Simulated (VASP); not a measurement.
# KCl (Pm-3m) in VASP: notebook

KCl is run at these levels: PBEsol; tasks: single point.

All numbers are computed with VASP 6.6.1; they aren't measurements. Logs are shortened: lines on timing, memory, paths and dates and some standing lists are left out, and cuts for length are marked.

## Step 1: The cell of the first run

Symmetry: Pm-3m, No. 221, cubic system. Conventional cell: a = 3.652 Å, b = 3.652 Å, c = 3.652 Å, α = 90.00°, β = 90.00°, γ = 90.00°. Within 4.2 Å of K (site symmetry m-3m) lie 8 Cl at 3.16 Å and 6 K at 3.65 Å. Cl (site symmetry m-3m) has 8 K at 3.16 Å and 6 Cl at 3.65 Å within 4.2 Å.

## Step 2: Single point, PBEsol (Na replaced by K, lengths x 1.083, strained)

File INCAR:

```
PREC = Accurate ; ENCUT = 520
EDIFF = 1E-7 ; ISMEAR = 0
SIGMA = 0.1 ; LREAL = F
LASPH = T ; NELM = 100
ALGO = Normal ; ISIF = 2
LWAVE = F ; LCHARG = T
GGA = PS ; LELF = T
LVHAR = T ; NBANDS = 15
```

File KPOINTS:

```
Automatic mesh
0
Gamma
  6 6 6
```

File POSCAR:

```
KCl
1.0
    3.6516404959      0.0000000000      0.0000000000
    0.0000000000      3.6516404959      0.0000000000
    0.0000000000      0.0000000000      3.6516404959
K Cl
1 1
Direct
    0.0000000000      0.0000000000      0.0000000000
    0.5000000000      0.5000000000      0.5000000000
```

Potentials or basis: VASP PAW PBE potentials, release 64 (K_sv, Cl).

Launch:

```sh
> cat potpaw_PBE.64/K_sv/POTCAR potpaw_PBE.64/Cl/POTCAR > POTCAR
> mpirun -np 1 vasp_std > vasp.out
```

OUTCAR:

```text
PREC = Accurate
   ENCUT = 520
   EDIFF = 1E-7
   ISMEAR = 0
   LREAL = F
   LASPH = T
   NELM = 100
   ISIF = 2
   GGA = PS

 ion  position               nearest neighbor table
   1  0.000  0.000  0.000-   2 3.16   2 3.16   2 3.16   2 3.16   2 3.16   2 3.16   2 3.16   2 3.16

   2  0.500  0.500  0.500-   1 3.16   1 3.16   1 3.16   1 3.16   1 3.16   1 3.16   1 3.16   1 3.16

  LATTYP: Found a simple cubic cell.
 ALAT       =     3.6516404959

  Lattice vectors:

 A1 = (   3.6516404959,   0.0000000000,   0.0000000000)
 A2 = (   0.0000000000,   3.6516404959,   0.0000000000)
 A3 = (   0.0000000000,   0.0000000000,   3.6516404959)

Analysis of symmetry for initial positions (statically):
=====================================================================
 Subroutine PRICEL returns:
 Original cell was already a primitive cell.

 Routine SETGRP: Setting up the symmetry group for a
 simple cubic supercell.

 Subroutine GETGRP returns: Found 48 space group operations
 (whereof 48 operations were pure point group operations)
 out of a pool of 48 trial point group operations.

The static configuration has the point symmetry O_h .

Analysis of symmetry for dynamics (positions and initial velocities):
=====================================================================
 Subroutine PRICEL returns:
 Original cell was already a primitive cell.

 Routine SETGRP: Setting up the symmetry group for a
 simple cubic supercell.

 Subroutine GETGRP returns: Found 48 space group operations
 (whereof 48 operations were pure point group operations)
 out of a pool of 48 trial point group operations.

The dynamic configuration has the point symmetry O_h .

 Subroutine INISYM returns: Found 48 space group operations
 (whereof 48 operations are pure point group operations),
 and found     1 'primitive' translations

----------------------------------------------------------------------------------------

                                     Primitive cell

  volume of cell :      48.6927

  direct lattice vectors                    reciprocal lattice vectors
     3.651640496  0.000000000  0.000000000     0.273849521  0.000000000  0.000000000
     0.000000000  3.651640496  0.000000000     0.000000000  0.273849521  0.000000000
     0.000000000  0.000000000  3.651640496     0.000000000  0.000000000  0.273849521

  length of vectors
     3.651640496  3.651640496  3.651640496     0.273849521  0.273849521  0.273849521

  position of ions in fractional coordinates (direct lattice)
     0.000000000  0.000000000  0.000000000
     0.500000000  0.500000000  0.500000000

  ion indices of the primitive-cell ions
   primitive index   ion index
                 1           1
                 2           2

----------------------------------------------------------------------------------------

 KPOINTS: Automatic mesh

Automatic generation of k-mesh.
 Grid dimensions read from file:
 generate k-points for:    6    6    6

 Generating k-lattice:

  Cartesian coordinates                     Fractional coordinates (reciprocal lattice)
     0.045641587  0.000000000  0.000000000     0.166666667  0.000000000  0.000000000
     0.000000000  0.045641587  0.000000000     0.000000000  0.166666667  0.000000000
     0.000000000  0.000000000  0.045641587     0.000000000  0.000000000  0.166666667

  Length of vectors
     0.045641587  0.045641587  0.045641587

  Shift w.r.t. Gamma in fractional coordinates (k-lattice)
     0.000000000  0.000000000  0.000000000

 Subroutine IBZKPT returns following result:
 ===========================================

 Found     20 irreducible k-points:

 Following reciprocal coordinates:
            Coordinates               Weight
  0.000000  0.000000  0.000000      1.000000
  0.166667  0.000000  0.000000      6.000000
  0.333333  0.000000  0.000000      6.000000
  0.500000  0.000000  0.000000      3.000000
  0.166667  0.166667  0.000000     12.000000
  0.333333  0.166667  0.000000     24.000000
[... 12 lines left out ...]
  0.500000  0.500000  0.333333      6.000000
  0.500000  0.500000  0.500000      1.000000
   k-points           NKPTS =     20   k-points in BZ     NKDIM =     20   number of bands    NBANDS=     15
   number of dos      NEDOS =    301   number of ions     NIONS =      2
   total plane-waves  NPLWV =  21952
   dimension x,y,z NGX =    28 NGY =   28 NGZ =   28
   dimension x,y,z NGXF=    56 NGYF=   56 NGZF=   56
   ions per type =               1   1
   NGX,Y,Z   is equivalent  to a cutoff of  12.75, 12.75, 12.75 a.u.
   NGXF,Y,Z  is equivalent  to a cutoff of  25.49, 25.49, 25.49 a.u.
 SYSTEM =  unknown system
   PREC   = accura    normal or accurate (medium, high low for compatibility)
   ISTART =      0    job   : 0-new  1-cont  2-samecut
   ICHARG =      2    charge: 1-file 2-atom 10-const
   ISPIN  =      1    spin polarized calculation?
   LNONCOLLINEAR =      F non collinear calculations
   LSORBIT =      F    spin-orbit coupling
   LASPH  =      T    aspherical Exc in radial PAW
   ENCUT  =  520.0 eV  38.22 Ry    6.18 a.u.   6.79  6.79  6.79*2*pi/ulx,y,z
   NELM   =    100;   NELMIN=  2; NELMDL= -5     # of ELM steps
   EDIFF  = 0.1E-06   stopping-criterion for ELM
   LREAL  =      F    real-space projection
   EDIFFG = 0.1E-05   stopping-criterion for IOM
   NSW    =      0    number of steps for IOM
   IBRION =     -1    ionic relax: 0-MD 1-quasi-New 2-CG
   NFREE  =      0    steps in history (QN), initial steepest desc. (CG)
   ISIF   =      2    stress and relaxation
   ISYM   =      2    0-nonsym 1-usesym 2-fastsym
   POTIM  = 0.5000    time-step for ionic-motion
   TEBEG  =    0.0;   TEEND  =   0.0 temperature during run
   PSTRESS=    0.0 pullay stress
   NELECT =      16.0000    total number of electrons
   NUPDOWN=      -1.0000    fix difference up-down
   EMIN   =  10.00;   EMAX   =-10.00  energy-range for DOS
   EFERMI =   0.00;   METHOD = LEGACY
   ISMEAR =     0;   SIGMA  =   0.10  broadening in eV -4-tet -1-fermi 0-gaus
   EFERMI_NEDOS =   21; number of points for ismear=-14 and -15
   IALGO  =     38    algorithm
   IMIX   =      4    mixing-type and parameters
     AMIX     =   0.40;   BMIX     =  1.00
     AMIX_MAG =   1.60;   BMIX_MAG =  1.00
  volume/ion in A,a.u.               =      24.35       164.30
  Fermi-wavevector in a.u.,A,eV,Ry     =   1.129692  2.134809 17.363817  1.276205
  Thomas-Fermi vector in A             =   2.266386
   LORBIT       =      0    0 simple, 1 ext, 2 COOP (PROOUT), +10 PAW based schemes
   GGA     = PS    functional components
   LHFCALC =     F    Hartree Fock is set to
   AEXX    =    0.0000 exact exchange contribution
   IVDW    =     0    specifies the selected vdW correction
   LEPSILON=     F    determine dielectric tensor
   LRPA    =     F    only Hartree local field effects (RPA)
 non-spin polarized calculation
 Gauss-broadening in eV      SIGMA  =   0.10
  energy-cutoff  :      520.00
  volume of cell :       48.69
 maximum number of plane-waves:      1357
 NGX is ok and might be reduce to    28
   NGX = 13   NGY = 13   NGZ = 13

 number of electron      15.9999996 magnetization

 Free energy of the ion-electron system (eV)
  ---------------------------------------------------
  ext. energy  EPLUGINS =         0.00000000
  ---------------------------------------------------
  free energy    TOTEN  =        -6.89395731 eV

  energy without entropy =       -6.89395731  energy(sigma->0) =       -6.89395731

 E-fermi :   0.3726     XC(G=0):  -8.9610

 val. band max:       -0.0948302242   @ k =   0.5000   0.5000   0.0000
 cond. band min:       5.1949511814   @ k =   0.0000   0.0000   0.0000
 fundamental gap:      5.2897814056
 Fermi energy:         0.3725538546

 k-point     1 :       0.0000    0.0000    0.0000
  band No.  band energies     occupation
      1     -27.7627      2.00000
      2     -12.9630      2.00000
      3     -11.1779      2.00000
      4     -11.1779      2.00000
      5     -11.1779      2.00000
      6      -0.3296      2.00000
      7      -0.3296      2.00000
      8      -0.3296      2.00000
      9       5.1950      0.00000
     10       6.1489      0.00000
     11       6.1489      0.00000
     12      10.9064      0.00000
     13      10.9064      0.00000
     14      10.9064      0.00000
     15      14.0702      0.00000

 k-point     2 :       0.1667    0.0000    0.0000
  band No.  band energies     occupation
      1     -27.7533      2.00000
      2     -13.0161      2.00000
      3     -11.1641      2.00000
      4     -11.1641      2.00000
      5     -11.1409      2.00000
      6      -0.9557      2.00000
      7      -0.3438      2.00000
      8      -0.3438      2.00000
      9       5.8794      0.00000
     10       6.4068      0.00000
     11       6.8764      0.00000
     12      10.8084      0.00000
     13      10.8084      0.00000
     14      11.0637      0.00000
     15      12.9152      0.00000

 k-point     3 :       0.3333    0.0000    0.0000
  band No.  band energies     occupation
      1     -27.7343      2.00000
      2     -13.1290      2.00000
      3     -11.1363      2.00000
      4     -11.1363      2.00000
      5     -11.0479      2.00000
      6      -1.9299      2.00000
      7      -0.3743      2.00000
      8      -0.3743      2.00000
      9       7.1225      0.00000
     10       7.2351      0.00000
     11       8.3257      0.00000
     12      10.7720      0.00000
     13      10.7720      0.00000
     14      11.0068      0.00000
     15      11.4365      0.00000

 k-point     4 :       0.5000    0.0000    0.0000
  band No.  band energies     occupation
      1     -27.7248      2.00000
      2     -13.1880      2.00000
      3     -11.1222      2.00000
      4     -11.1222      2.00000
      5     -10.9924      2.00000
      6      -2.3413      2.00000
      7      -0.3906      2.00000
      8      -0.3906      2.00000
      9       7.7622      0.00000
     10       8.1891      0.00000
     11       8.8911      0.00000
     12       9.9108      0.00000
     13      10.8867      0.00000
     14      10.8867      0.00000
     15      11.6672      0.00000
[... 235 lines left out ...]
 k-point    18 :       0.5000    0.3333    0.3333
  band No.  band energies     occupation
      1     -27.6751      2.00000
      2     -12.5239      2.00000
      3     -11.4281      2.00000
      4     -11.3921      2.00000
      5     -11.3650      2.00000
      6      -1.7587      2.00000
      7      -1.5298      2.00000
      8      -1.3263      2.00000
      9       7.9130      0.00000
     10       8.5310      0.00000
     11       8.6876      0.00000
     12      10.1803      0.00000
     13      10.3147      0.00000
     14      10.6440      0.00000
     15      13.0337      0.00000

 k-point    19 :       0.5000    0.5000    0.3333
  band No.  band energies     occupation
      1     -27.6670      2.00000
      2     -12.4189      2.00000
      3     -11.4699      2.00000
      4     -11.4699      2.00000
      5     -11.3560      2.00000
      6      -1.7660      2.00000
      7      -1.7660      2.00000
      8      -1.4723      2.00000
      9       7.9970      0.00000
     10       8.8920      0.00000
     11       8.8920      0.00000
     12       9.6699      0.00000
     13      10.9265      0.00000
     14      10.9265      0.00000
     15      12.8755      0.00000

 k-point    20 :       0.5000    0.5000    0.5000
  band No.  band energies     occupation
      1     -27.6590      2.00000
      2     -12.3627      2.00000
      3     -11.4436      2.00000
      4     -11.4436      2.00000
      5     -11.4436      2.00000
      6      -1.8389      2.00000
      7      -1.8389      2.00000
      8      -1.8389      2.00000
      9       9.0335      0.00000
     10       9.0335      0.00000
     11       9.0335      0.00000
     12      10.4106      0.00000
     13      10.4106      0.00000
     14      10.4106      0.00000
     15      12.9108      0.00000

------------------------ aborting loop because EDIFF is reached ----------------------------------------

  FORCE on cell =-STRESS in cart. coord.  units (eV):
  Direction    XX          YY          ZZ          XY          YZ          ZX
  --------------------------------------------------------------------------------------
  -------------------------------------------------------------------------------------
  Total        0.5801271      0.5801271      0.5801271      0.0000000     -0.0000000     -0.0000000
  in kB       19.0884068     19.0884068     19.0884068      0.0000000     -0.0000000     -0.0000000
  external PRESSURE =      19.0884068 kB  Pullay stress =       0.0000000 kB

 VOLUME and BASIS-vectors are now :
 -----------------------------------------------------------------------------
  energy-cutoff  :      520.00
  volume of cell :       48.69
      direct lattice vectors                 reciprocal lattice vectors
     3.651640496  0.000000000  0.000000000     0.273849521  0.000000000  0.000000000
     0.000000000  3.651640496  0.000000000     0.000000000  0.273849521  0.000000000
     0.000000000  0.000000000  3.651640496     0.000000000  0.000000000  0.273849521

 POSITION                                       TOTAL-FORCE (eV/Angst)
 -----------------------------------------------------------------------------------
      0.00000      0.00000      0.00000         0.000000      0.000000      0.000000
      1.82582      1.82582      1.82582         0.000000      0.000000      0.000000
 -----------------------------------------------------------------------------------
    total drift:                               -0.000000      0.000000      0.000000

  FREE ENERGIE OF THE ION-ELECTRON SYSTEM (eV)
  ---------------------------------------------------
  free  energy   TOTEN  =        -6.8939573062 eV

  energy  without entropy=       -6.8939573062  energy(sigma->0) =       -6.89395731
```

Run time: 14 s. Hardware: 1 thread of Intel Xeon Platinum 8488C (Sapphire Rapids), shared host; peak memory 0.16 GiB.

What came out:

- Free energy: -6.8940 eV
- Pressure: 1.9 GPa
- Band gap on the k mesh: 5.29 eV, indirect (least direct gap 5.52 eV)

Levels at points of the mesh, in eV from the valence-band top:
```
           k point  band 5  band 6  band 7  band 8  band 9  band 10  band 11  band 12
(0.00, 0.00, 0.00)  -11.08   -0.23   -0.23   -0.23    5.29     6.24     6.24    11.00
(0.50, 0.00, 0.00)  -10.90   -2.25   -0.30   -0.30    7.86     8.28     8.99    10.01
(0.50, 0.50, 0.00)  -10.99   -1.46   -1.46    0.00    6.10     7.32     8.96     8.96
(0.50, 0.50, 0.50)  -11.35   -1.74   -1.74   -1.74    9.13     9.13     9.13    10.51
```

Caveat: the cell differs from its parent crystal (Na replaced by K, lengths x 1.083, strained); the PAW data sets were made with another functional, which shifts forces and pressure a little.

## Step 3: Single point, PBEsol (Na replaced by K, lengths x 1.083, strained)

File INCAR:

```
SYSTEM = KCl
ALGO     = Normal         ! electronic algorithm
EDIFF    = 1E-6           ! SCF threshold, eV
ENCUT    = 520            ! plane-wave cutoff, eV
GGA      = PS             ! functional
ISIF     = 2              ! what is computed and relaxed
ISMEAR   = 0              ! smearing method
LASPH    = .True.         ! aspherical terms in the spheres
LCHARG   = .False.        ! write CHGCAR
LREAL    = .False.        ! projectors in reciprocal space
LWAVE    = .False.        ! write WAVECAR
NBANDS   = 15             ! bands
NELM     = 80             ! most SCF steps
PREC     = Accurate       ! precision mode
SIGMA    = 0.02           ! smearing width, eV
```

File KPOINTS:

```
k-points
0
Gamma
  6 6 6
  0 0 0
```

POSCAR is that of step 2.

Potentials or basis: VASP PAW PBE potentials, release 64 (K_sv, Cl).

Launch:

```sh
> cat potpaw_PBE.64/K_sv/POTCAR potpaw_PBE.64/Cl/POTCAR > POTCAR
> mpirun -np 1 vasp_std > vasp.out
```

It took 11 s on 1 thread of Intel Xeon Platinum 8488C (Sapphire Rapids), shared host; peak memory 0.16 GiB.

The run converged. Its results:

* Free energy: -6.8940 eV
* Pressure: 1.9 GPa
* Band gap on the k mesh: 5.29 eV, indirect (least direct gap 5.52 eV)

Levels at points of the mesh, in eV from the valence-band top:
```
           k point  band 5  band 6  band 7  band 8  band 9  band 10  band 11  band 12
(0.00, 0.00, 0.00)  -11.08   -0.23   -0.23   -0.23    5.29     6.24     6.24    11.00
(0.50, 0.00, 0.00)  -10.90   -2.25   -0.30   -0.30    7.86     8.28     8.99    10.01
(0.50, 0.50, 0.00)  -10.99   -1.46   -1.46    0.00    6.10     7.32     8.96     8.96
(0.50, 0.50, 0.50)  -11.35   -1.74   -1.74   -1.74    9.13     9.13     9.13    10.51
```

Caveat: the cell differs from its parent crystal (Na replaced by K, lengths x 1.083, strained); the PAW data sets were made with another functional, which shifts forces and pressure a little. A k mesh can miss the band edges.

## Step 4: Single point, PBEsol (Na replaced by K, lengths x 1.083, strained)

File INCAR:

```
PREC = Accurate
ENCUT = 520
EDIFF = 1E-6
ISMEAR = 0
SIGMA = 0.02
LREAL = F
LASPH = T
NELM = 60
ALGO = Normal
ISIF = 2
LWAVE = F
LCHARG = T
GGA = PS
LELF = T
LVHAR = T
NBANDS = 15
```

File KPOINTS:

```
Automatic mesh
0
Gamma
  6 6 6
```

File POSCAR:

```
KCl
1.0
    3.7851672656      0.0000000000      0.0000000000
    0.0000000000      3.7851672656      0.0000000000
    0.0000000000      0.0000000000      3.7851672656
K Cl
1 1
Direct
    0.0000000000      0.0000000000      0.0000000000
    0.5000000000      0.5000000000      0.5000000000
```

Launch:

```sh
> cat potpaw_PBE.64/K_sv/POTCAR potpaw_PBE.64/Cl/POTCAR > POTCAR
> mpirun -np 1 vasp_std > vasp.out
```

It used 11 s of CPU time on 1 thread of Intel Xeon 6975P-C, on a shared host.

Results (log left out):

| Quantity | Value |
| --- | --- |
| Free energy | -6.9115 eV |
| Pressure | -0.7 GPa |
| Band gap on the k mesh | 4.79 eV, indirect (least direct gap 5.01 eV) |

Levels at points of the mesh, in eV from the valence-band top:
```csv
k point,band 5,band 6,band 7,band 8,band 9,band 10,band 11,band 12
"(0.00, 0.00, 0.00)",-11.26,-0.22,-0.22,-0.22,4.79,6.40,6.40,10.74
"(0.50, 0.00, 0.00)",-11.12,-1.92,-0.24,-0.24,7.72,7.84,8.37,10.00
"(0.50, 0.50, 0.00)",-11.20,-1.29,-1.29,0.00,6.07,7.20,8.91,8.91
"(0.50, 0.50, 0.50)",-11.46,-1.44,-1.44,-1.44,8.78,8.78,8.78,10.01
```

Caveat: the cell differs from its parent crystal (Na replaced by K, lengths x 1.083, strained); the PAW data sets were made with another functional, which shifts forces and pressure a little. A k mesh can miss the band edges.

## Step 5: Summary

```csv
cell,smearing,gap on the mesh (eV),pressure (GPa)
"a = 3.652 Å, 2 atoms",gaussian 0.1 eV,5.29,1.9
"a = 3.652 Å, 2 atoms",gaussian 0.02 eV,5.29,1.9
"a = 3.785 Å, 2 atoms",gaussian 0.02 eV,4.79,-0.7
```

Alike in all rows: task single point; level PBEsol; potentials or basis VASP PAW PBE potentials, release 64 (K_sv, Cl); no spin polarisation; k mesh 6 × 6 × 6; cutoff (eV) 520.

Caveats: the PAW data sets were made with another functional, which shifts forces and pressure a little.

Total energies depend on the potentials used, so only differences within one code and one set of settings carry meaning.
